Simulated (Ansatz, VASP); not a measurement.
LaAs: VASP beside Ansatz

```
La As
1.0
     0.00000    3.12375    3.06250
     3.12375    0.00000    3.06250
     3.12375    3.12375    0.00000
La As
1 1
Direct
  0.00000 0.00000 0.00000
  0.50000 0.50000 0.50000
```

Change from the starting cell: equal xx and yy strain of +2 %.

Alike in both runs: task single point; functional PBEsol; k mesh 12 × 12 × 12; occupations fermi-dirac, width 0.05 eV; no spin polarisation.

```csv
,VASP,Ansatz
version,VASP 6.6.1,Ansatz 0.2.0
potentials or method,"VASP PAW PBE potentials, release 64 (La, As), cutoff 520 eV","all-electron LAPW, scalar-relativistic"
```

|  | VASP | Ansatz | Ansatz less VASP |
| --- | --- | --- | --- |
| pressure (GPa) | -3.0 | -2.9 | +0.01 |
| traceless stress, the component that is largest in VASP (GPa) | 1.60 | 1.59 | -0.008 |

VASP's potentials were made for PBE, not for PBEsol. Ansatz ran all-electron here, and VASP with PAW potentials.

Neither program's run includes spin-orbit coupling.
